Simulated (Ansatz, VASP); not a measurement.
# CO2 in VASP and in Ansatz

File INCAR:

```
PREC     = Accurate       # precision mode
ENCUT    = 520            # plane-wave cutoff, eV
EDIFF    = 1E-6           # SCF threshold, eV
ISMEAR   = -1             # smearing method
SIGMA    = 0.02           # smearing width, eV
LREAL    = False          # projectors in reciprocal space
LASPH    = True           # aspherical terms in the spheres
NELM     = 100            # most SCF steps
ALGO     = Normal         # electronic algorithm
ISIF     = 2              # what is computed and relaxed
LWAVE    = False          # write WAVECAR
LCHARG   = False          # write CHGCAR
GGA      = PE             # functional
IBRION   = 2              # ionic algorithm
NSW      = 80             # ionic steps
EDIFFG   = -0.02          # ionic threshold
LUSENCCL = False
```

KPOINTS

```
Automatic mesh
0
Gamma
  5 5 5
```

The input POSCAR:

```
CO2
1.0
    5.4942000000      0.0000000000      0.0000000000
    0.0000000000      5.4942000000      0.0000000000
    0.0000000000      0.0000000000      5.4942000000
C O
4 8
Direct
    0.0000000000      0.0000000000      0.0000000000
    0.5000000000      0.0000000000      0.5000000000
    0.5000000000      0.5000000000      0.0000000000
    0.0000000000      0.5000000000      0.5000000000
    0.1207000000      0.1207000000      0.1207000000
    0.3793000000      0.8793000000      0.6207000000
    0.6207000000      0.3793000000      0.8793000000
    0.8793000000      0.6207000000      0.3793000000
    0.8793000000      0.8793000000      0.8793000000
    0.6207000000      0.1207000000      0.3793000000
    0.3793000000      0.6207000000      0.1207000000
    0.1207000000      0.3793000000      0.6207000000
```

Input for Ansatz:

```yaml
crystal:
  lattice:
    - [5.4942, 0.0, 0.0]
    - [0.0, 5.4942, 0.0]
    - [0.0, 0.0, 5.4942]
  atoms:
    - { symbol: C, position: [0.0, 0.0, 0.0] }
    - { symbol: C, position: [0.5, 0.0, 0.5] }
    - { symbol: C, position: [0.5, 0.5, 0.0] }
    - { symbol: C, position: [0.0, 0.5, 0.5] }
    - { symbol: O, position: [0.1207, 0.1207, 0.1207] }
    - { symbol: O, position: [0.3793, 0.8793, 0.6207] }
    - { symbol: O, position: [0.6207, 0.3793, 0.8793] }
    - { symbol: O, position: [0.8793, 0.6207, 0.3793] }
    - { symbol: O, position: [0.8793, 0.8793, 0.8793] }
    - { symbol: O, position: [0.6207, 0.1207, 0.3793] }
    - { symbol: O, position: [0.3793, 0.6207, 0.1207] }
    - { symbol: O, position: [0.1207, 0.3793, 0.6207] }
kpoints:
  mp_grid: { grid: [5, 5, 5] }
scf:
  occupations: { method: fermi_dirac, width: 0.02 }
hamiltonian:
  xc: pbe
  pseudopotentials: { kind: paw }
output:
  forces: true
  stress: true
  populations: true
  efg: { quadrupole_moments_barn: { O: -0.02558 }, contact_densities: true }
  write_density: true
  write_potential: true
  elf: true
  volumetric_format: npy
relax:
  f_tol: 0.02
  max_steps: 60
```

Alike in both runs: task relaxation of the atoms; functional PBE; k mesh 5 × 5 × 5; occupations fermi-dirac, width 0.02 eV; no spin polarisation.

|  | VASP | Ansatz |
| --- | --- | --- |
| version | VASP 6.6.1 | Ansatz 0.2.0 |
| potentials or method | VASP PAW PBE potentials, release 64 (C, O) | plane-wave PAW, scalar-relativistic |
| plane-wave cutoff (eV) | 520 | 420 |
| valence electrons in the cell | 64 | 64 |

```csv
,VASP,Ansatz,Ansatz less VASP
"gap on the k mesh at the Fermi level, each at its own relaxed structure (eV)",6.78,6.86,+0.084
```

Ansatz's warnings: stress scf threshold loose.

Noted on VASP's run: the standard files for N, O and F lose accuracy on very short bonds.
